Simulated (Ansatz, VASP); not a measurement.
# Two plane-wave programs on NaI

```
Na I
1.0
     4.62221    0.00000    0.00000
     0.00000    4.26970    0.00000
     0.00000    0.00000    7.79838
Na I
2 2
Direct
  0.25000 0.50000 0.27503
  0.75000 0.50000 0.72497
  0.25000 0.00000 0.74243
  0.75000 0.00000 0.25757
```

Alike in both runs: task single point; functional PBE; dispersion D3(BJ); k mesh 4 × 4 × 4; occupations gaussian, width 0.1 eV; no spin polarisation.

|  | VASP | Ansatz |
| --- | --- | --- |
| version | VASP 6.6.1 | Ansatz 0.2.0 |
| potentials or method | VASP PAW PBE potentials, release 64 (Na_pv, I), cutoff 520 eV | scalar-relativistic, plane waves, PAW |
| valence electrons in the cell | 28 | 52 |

```tsv
	VASP	Ansatz	Ansatz less VASP
gap on the k mesh at the Fermi level (eV)	2.74	2.75	+0.001
least direct gap on the mesh (eV)	2.96	2.97	+0.001
pressure (GPa)	-0.8	-0.8	-0.01
traceless stress, the component that is largest in VASP (GPa)	-0.09	-0.08	+0.011
rms of the force components (eV/Å)	0.012	0.012	-0.0001
```

Atom by atom the forces differ by 0.000 eV/Å (rms over components). VASP's potentials hold 28 valence electrons a cell and Ansatz's 52, so a difference there can come from the potentials and not from the codes.

Neither program's run includes spin-orbit coupling.
